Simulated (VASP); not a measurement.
Ti, 2 atoms in the cell. The structure is hexagonal, space group P6_3/mmc (No. 194). The conventional cell has a = 2.890 Å, b = 2.890 Å, c = 4.563 Å, α = 90.00°, β = 90.00°, γ = 120.00°. Ti (site symmetry -6m2) has 12 Ti at 2.83 to 2.89 Å within 3.7 Å. 

- Program: VASP 6.6.1
- Task: single point
- Functional: PBE
- Dispersion: D3(BJ)
- Potentials or basis: VASP PAW PBE potentials, release 64 (Ti_sv)
- Cutoff: 520 eV
- k mesh: 10 × 10 × 6
- Occupations: fermi-dirac, width 0.05 eV
- Spin: no spin polarisation
- Dipole correction: no
- Further INCAR settings: ALGO = Normal; EDIFF = 1e-06; NBANDS = 19

Potentials or basis: VASP PAW PBE potentials, release 64 (Ti_sv).

Launch:

```console
$ cat potpaw_PBE.64/Ti_sv/POTCAR > POTCAR
$ mpirun -np 1 vasp_std > vasp.out
```

Hardware: 1 thread of Intel Xeon 6975P-C, on a shared host.

Q: How long does it take, and how much memory?

A: Wall time 19 s on 1 thread of Intel Xeon 6975P-C, on a shared host, peak memory 0.18 GiB. Counts: scf iterations 13, k points 56.
